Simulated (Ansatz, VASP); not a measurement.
**One calculation of W2AuN3, two programs**

```
W Au N
1.0
     4.72676    0.00000    0.00000
    -2.36338    4.09350    0.00000
     0.00000    0.00000    4.20146
W Au N
2 1 3
Cartesian
  0.0000 2.7290 4.1537
  2.3634 1.3645 4.1537
  0.0000 0.0000 1.6649
  0.0000 2.7290 1.7120
  2.3634 1.3645 1.7120
  0.0000 0.0000 -0.4762
```

Alike in both runs: functional PBE; k mesh 3 × 3 × 2; occupations gaussian, width 0.15 eV; no spin polarisation.

Ansatz relaxed the structure, and its values are those at the end. VASP's run is a single point on that final structure, the one shown.

|  | VASP | Ansatz |
| --- | --- | --- |
| version | VASP 6.6.1 | Ansatz 0.2.0 |
| potentials or method | VASP PAW PBE potentials, release 64 (W_sv, Au, N), cutoff 600 eV | scalar-relativistic, plane waves, PAW |
| valence electrons in the cell | 54 | 62 |

|  | VASP | Ansatz | Ansatz less VASP |
| --- | --- | --- | --- |
| gap on the k mesh at the Fermi level (eV) | none | none | - |
| pressure (GPa) | 0.1 | -0.3 | -0.41 |
| rms of the force components (eV/Å) | 0.098 | 0.005 | -0.0928 |

A gap of «none» marks a metal or a gap that the smearing closes. The functional is the same, so the differences come from potentials, cutoffs and numerics. VASP's potentials hold 54 valence electrons a cell and Ansatz's 62, so a difference there can come from the potentials and not from the codes.

The k mesh is coarse, so the values compare programs but aren't converged. Spin-orbit coupling is off throughout.
